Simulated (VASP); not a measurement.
**Pt: single point with PBEsol**

Pt:

```
Pt
1.0
     0.00000    1.95904    1.95904
     1.95904    0.00000    1.95904
     1.95904    1.95904    0.00000
Pt
1
Cartesian
  0.0000 0.0000 0.0000
```

* Program: VASP 6.6.1
* Task: single point
* Functional: PBEsol
* Potentials or basis: VASP PAW PBE potentials, release 64 (Pt)
* Cutoff: 520 eV
* k mesh: 18 × 18 × 18
* Occupations: gaussian, width 0.1 eV
* Spin: no spin polarisation

* Pressure: -0.4 GPa
* Band gap on the k mesh: zero (band 5 reaches 11.65 eV, above the bottom of band 6 at 9.41 eV)

Levels at points of the mesh, in eV from the Fermi level:
```csv
k point,band 2,band 3,band 4,band 5,band 6,band 7,band 8,band 9
"(0.00, 0.00, 0.00)",-3.83,-3.83,-3.83,-1.64,-1.64,14.61,19.59,19.59
"(0.50, 0.00, 0.00)",-3.89,-3.89,-0.56,0.04,0.04,5.82,14.17,18.96
"(0.50, 0.50, 0.00)",-6.68,0.02,0.49,0.49,1.70,8.86,11.34,11.34
```

Run time: 19 s on 1 thread of AMD EPYC 9R45 96-Core Processor (Zen 5) (shared host), peak memory 0.14 GiB.

Caveat: the PAW data sets were made with another functional, which shifts forces and pressure a little; spin-orbit coupling is left out, which moves the levels of the heavy elements.
